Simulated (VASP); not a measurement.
# Ga (Pm-3m) in VASP: notebook

Ga is run at these levels: PBE; tasks: single point.

Everything below comes from runs of VASP 6.6.1. Logs are shortened: lines on timing, memory, paths and dates and some standing lists are left out, and cuts for length are marked.

## Step 1: The cell of the first run

Symmetry: Pm-3m, No. 221, cubic system. Conventional cell: a = 2.268 Å, b = 2.268 Å, c = 2.268 Å, α = 90.00°, β = 90.00°, γ = 90.00°. Ga (site symmetry m-3m) has 6 Ga at 2.27 Å within 3.0 Å.

## Step 2: Single point, PBE (volume scaled by 0.58)

File INCAR:

```
PREC = Accurate ; ENCUT = 520
EDIFF = 1E-7 ; ISMEAR = -1
SIGMA = 0.05 ; LREAL = F
LASPH = T ; NELM = 100
ALGO = Normal ; ISIF = 2
LWAVE = F ; LCHARG = F
GGA = PE ; NBANDS = 12
```

File KPOINTS:

```
Automatic mesh
0
Gamma
  14 14 14
```

File POSCAR:

```
Ga
1.0
    2.2679910421      0.0000000000      0.0000000000
    0.0000000000      2.2679910421      0.0000000000
    0.0000000000      0.0000000000      2.2679910421
Ga
1
Direct
    0.0000000000      0.0000000000      0.0000000000
```

Potentials or basis: VASP PAW PBE potentials, release 64 (Ga_d).

On the command line:

```bash
cat potpaw_PBE.64/Ga_d/POTCAR > POTCAR
mpirun -np 1 vasp_std > vasp.out
```

OUTCAR:

```text
PREC = Accurate
   ENCUT = 520
   EDIFF = 1E-7
   ISMEAR = -1
   LREAL = F
   LASPH = T
   NELM = 100
   ISIF = 2
   GGA = PE

 ion  position               nearest neighbor table
   1  0.000  0.000  0.000-

  LATTYP: Found a simple cubic cell.
 ALAT       =     2.2679910421

  Lattice vectors:

 A1 = (   2.2679910421,   0.0000000000,   0.0000000000)
 A2 = (   0.0000000000,   2.2679910421,   0.0000000000)
 A3 = (   0.0000000000,   0.0000000000,   2.2679910421)

Analysis of symmetry for initial positions (statically):
=====================================================================
 Subroutine PRICEL returns:
 Original cell was already a primitive cell.

 Routine SETGRP: Setting up the symmetry group for a
 simple cubic supercell.

 Subroutine GETGRP returns: Found 48 space group operations
 (whereof 48 operations were pure point group operations)
 out of a pool of 48 trial point group operations.

The static configuration has the point symmetry O_h .

Analysis of symmetry for dynamics (positions and initial velocities):
=====================================================================
 Subroutine PRICEL returns:
 Original cell was already a primitive cell.

 Routine SETGRP: Setting up the symmetry group for a
 simple cubic supercell.

 Subroutine GETGRP returns: Found 48 space group operations
 (whereof 48 operations were pure point group operations)
 out of a pool of 48 trial point group operations.

The dynamic configuration has the point symmetry O_h .

 Subroutine INISYM returns: Found 48 space group operations
 (whereof 48 operations are pure point group operations),
 and found     1 'primitive' translations

----------------------------------------------------------------------------------------

                                     Primitive cell

  volume of cell :      11.6661

  direct lattice vectors                    reciprocal lattice vectors
     2.267991042  0.000000000  0.000000000     0.440918849  0.000000000  0.000000000
     0.000000000  2.267991042  0.000000000     0.000000000  0.440918849  0.000000000
     0.000000000  0.000000000  2.267991042     0.000000000  0.000000000  0.440918849

  length of vectors
     2.267991042  2.267991042  2.267991042     0.440918849  0.440918849  0.440918849

  position of ions in fractional coordinates (direct lattice)
     0.000000000  0.000000000  0.000000000

  ion indices of the primitive-cell ions
   primitive index   ion index
                 1           1

----------------------------------------------------------------------------------------

 KPOINTS: Automatic mesh

Automatic generation of k-mesh.
 Grid dimensions read from file:
 generate k-points for:   14   14   14

 Generating k-lattice:

  Cartesian coordinates                     Fractional coordinates (reciprocal lattice)
     0.031494204  0.000000000  0.000000000     0.071428571  0.000000000  0.000000000
     0.000000000  0.031494204  0.000000000     0.000000000  0.071428571  0.000000000
     0.000000000  0.000000000  0.031494204     0.000000000  0.000000000  0.071428571

  Length of vectors
     0.031494204  0.031494204  0.031494204

  Shift w.r.t. Gamma in fractional coordinates (k-lattice)
     0.000000000  0.000000000  0.000000000

 Subroutine IBZKPT returns following result:
 ===========================================

 Found    120 irreducible k-points:

 Following reciprocal coordinates:
            Coordinates               Weight
  0.000000  0.000000  0.000000      1.000000
  0.071429  0.000000  0.000000      6.000000
  0.142857  0.000000  0.000000      6.000000
  0.214286  0.000000  0.000000      6.000000
  0.285714  0.000000  0.000000      6.000000
  0.357143  0.000000  0.000000      6.000000
[... 16 lines left out ...]
  0.285714  0.214286  0.000000     24.000000
  0.357143  0.214286  0.000000     24.000000
 [... further k-points ...]
   k-points           NKPTS =    120   k-points in BZ     NKDIM =    120   number of bands    NBANDS=     12
   number of dos      NEDOS =    301   number of ions     NIONS =      1
   total plane-waves  NPLWV =   5832
   dimension x,y,z NGX =    18 NGY =   18 NGZ =   18
   dimension x,y,z NGXF=    36 NGYF=   36 NGZF=   36
   ions per type =               1
   NGX,Y,Z   is equivalent  to a cutoff of  13.19, 13.19, 13.19 a.u.
   NGXF,Y,Z  is equivalent  to a cutoff of  26.39, 26.39, 26.39 a.u.
 SYSTEM =  unknown system
   PREC   = accura    normal or accurate (medium, high low for compatibility)
   ISTART =      0    job   : 0-new  1-cont  2-samecut
   ICHARG =      2    charge: 1-file 2-atom 10-const
   ISPIN  =      1    spin polarized calculation?
   LNONCOLLINEAR =      F non collinear calculations
   LSORBIT =      F    spin-orbit coupling
   LASPH  =      T    aspherical Exc in radial PAW
   ENCUT  =  520.0 eV  38.22 Ry    6.18 a.u.   4.22  4.22  4.22*2*pi/ulx,y,z
   NELM   =    100;   NELMIN=  2; NELMDL= -5     # of ELM steps
   EDIFF  = 0.1E-06   stopping-criterion for ELM
   LREAL  =      F    real-space projection
   EDIFFG = 0.1E-05   stopping-criterion for IOM
   NSW    =      0    number of steps for IOM
   IBRION =     -1    ionic relax: 0-MD 1-quasi-New 2-CG
   NFREE  =      0    steps in history (QN), initial steepest desc. (CG)
   ISIF   =      2    stress and relaxation
   ISYM   =      2    0-nonsym 1-usesym 2-fastsym
   POTIM  = 0.5000    time-step for ionic-motion
   TEBEG  =    0.0;   TEEND  =   0.0 temperature during run
   PSTRESS=    0.0 pullay stress
   NELECT =      13.0000    total number of electrons
   NUPDOWN=      -1.0000    fix difference up-down
   EMIN   =  10.00;   EMAX   =-10.00  energy-range for DOS
   EFERMI =   0.00;   METHOD = LEGACY
   ISMEAR =    -1;   SIGMA  =   0.05  broadening in eV -4-tet -1-fermi 0-gaus
   EFERMI_NEDOS =   21; number of points for ismear=-14 and -15
   IALGO  =     38    algorithm
   IMIX   =      4    mixing-type and parameters
     AMIX     =   0.40;   BMIX     =  1.00
     AMIX_MAG =   1.60;   BMIX_MAG =  1.00
  volume/ion in A,a.u.               =      11.67        78.73
  Fermi-wavevector in a.u.,A,eV,Ry     =   1.697258  3.207353 39.194110  2.880686
  Thomas-Fermi vector in A             =   2.777972
   LORBIT       =      0    0 simple, 1 ext, 2 COOP (PROOUT), +10 PAW based schemes
   GGA     = PE    functional components
   LHFCALC =     F    Hartree Fock is set to
   AEXX    =    0.0000 exact exchange contribution
   IVDW    =     0    specifies the selected vdW correction
   LEPSILON=     F    determine dielectric tensor
   LRPA    =     F    only Hartree local field effects (RPA)
 non-spin polarized calculation
  energy-cutoff  :      520.00
  volume of cell :       11.67
 maximum number of plane-waves:       324
 NGX is ok and might be reduce to    18
   NGX =  9   NGY =  9   NGZ =  9

 number of electron      13.0000018 magnetization

 Free energy of the ion-electron system (eV)
  ---------------------------------------------------
  ext. energy  EPLUGINS =         0.00000000
  ---------------------------------------------------
  free energy    TOTEN  =        -1.32189073 eV

  energy without entropy =       -1.31855853  energy(sigma->0) =       -1.32022463

 E-fermi :  10.7156     XC(G=0): -13.5762

 val. band max:       10.6763288731   @ k =   0.3571   0.2857   0.0000
 cond. band min:      10.7413627218   @ k =   0.5000   0.5000   0.2143
 fundamental gap:      0.0650338486
 Fermi energy:        10.7156196370

 k-point     1 :       0.0000    0.0000    0.0000
  band No.  band energies     occupation
      1      -5.9495      2.00000
      2      -5.9495      2.00000
      3      -4.4843      2.00000
      4      -4.2672      2.00000
      5      -4.2672      2.00000
      6      -4.2672      2.00000
      7      23.9520      0.00000
      8      23.9520      0.00000
      9      23.9520      0.00000
     10      27.0645      0.00000
     11      27.0645      0.00000
     12      32.6419      0.00000

 k-point     2 :       0.0714    0.0000    0.0000
  band No.  band energies     occupation
      1      -5.9414      2.00000
      2      -5.9032      2.00000
      3      -4.3284      2.00000
      4      -4.2919      2.00000
      5      -4.2919      2.00000
      6      -4.2651      2.00000
      7      21.5419      0.00000
      8      24.1342      0.00000
      9      24.1342      0.00000
     10      27.1699      0.00000
     11      28.9518      0.00000
     12      33.4890      0.00000

 k-point     3 :       0.1429    0.0000    0.0000
  band No.  band energies     occupation
      1      -5.9186      2.00000
      2      -5.7857      2.00000
      3      -4.3606      2.00000
      4      -4.3606      2.00000
      5      -4.2593      2.00000
      6      -3.8459      2.00000
      7      18.1069      0.00000
      8      24.6741      0.00000
      9      24.6741      0.00000
     10      27.4878      0.00000
     11      30.4090      0.00000
     12      36.4244      0.00000
[... 286 lines left out ...]
 k-point    23 :       0.2857    0.2143    0.0000
  band No.  band energies     occupation
      1      -5.6633      2.00000
      2      -5.0921      2.00000
      3      -4.9550      2.00000
      4      -4.5415      2.00000
      5      -4.4220      2.00000
      6      -0.4201      2.00000
      7      12.7093      0.00000
      8      17.6034      0.00000
      9      28.3427      0.00000
     10      29.5346      0.00000
     11      31.5283      0.00000
     12      40.8343      0.00000

 k-point    24 :       0.3571    0.2143    0.0000
  band No.  band energies     occupation
      1      -5.6199      2.00000
      2      -5.0868      2.00000
      3      -4.9153      2.00000
      4      -4.6328      2.00000
      5      -4.4113      2.00000
      6       1.0476      2.00000
      7       9.9134      2.00000
      8      18.8225      0.00000
      9      27.0140      0.00000
     10      29.7860      0.00000
     11      32.2433      0.00000
     12      39.2541      0.00000

 [... further k-points ...]
[... 5 lines left out ...]
  --------------------------------------------------------------------------------------
  -------------------------------------------------------------------------------------
  Total        7.0830961      7.0830961      7.0830961      0.0000000      0.0000000      0.0000000
  in kB      972.7689733    972.7689733    972.7689733      0.0000000      0.0000000      0.0000000
  external PRESSURE =     972.7689733 kB  Pullay stress =       0.0000000 kB

 VOLUME and BASIS-vectors are now :
 -----------------------------------------------------------------------------
  energy-cutoff  :      520.00
  volume of cell :       11.67
      direct lattice vectors                 reciprocal lattice vectors
     2.267991042  0.000000000  0.000000000     0.440918849  0.000000000  0.000000000
     0.000000000  2.267991042  0.000000000     0.000000000  0.440918849  0.000000000
     0.000000000  0.000000000  2.267991042     0.000000000  0.000000000  0.440918849

 POSITION                                       TOTAL-FORCE (eV/Angst)
 -----------------------------------------------------------------------------------
      0.00000      0.00000      0.00000         0.000000      0.000000      0.000000
 -----------------------------------------------------------------------------------
    total drift:                                0.000000      0.000000      0.000000

  FREE ENERGIE OF THE ION-ELECTRON SYSTEM (eV)
  ---------------------------------------------------
  free  energy   TOTEN  =        -1.3218907268 eV

  energy  without entropy=       -1.3185585298  energy(sigma->0) =       -1.32022463
```

Run time: 5.9 s. Hardware: 1 thread of Intel Xeon 6975P-C (Granite Rapids), shared host; peak memory 0.13 GiB.

Results:

```
Free energy : -1.3219 eV
Pressure    : 97.3 GPa
```

Levels at points of the mesh, in eV from the Fermi level:
```tsv
k point	band 3	band 4	band 5	band 6	band 7	band 8	band 9	band 10
(0.00, 0.00, 0.00)	-15.20	-14.98	-14.98	-14.98	13.24	13.24	13.24	16.35
(0.50, 0.00, 0.00)	-15.46	-15.46	-14.94	-7.30	-6.90	19.73	19.73	21.15
(0.50, 0.50, 0.00)	-15.38	-15.38	-14.59	-1.56	-1.56	1.34	4.28	26.95
(0.50, 0.50, 0.50)	-16.22	-14.56	-14.56	4.23	4.23	4.23	10.24	10.24
```

(Continued in part 2 of 2.)
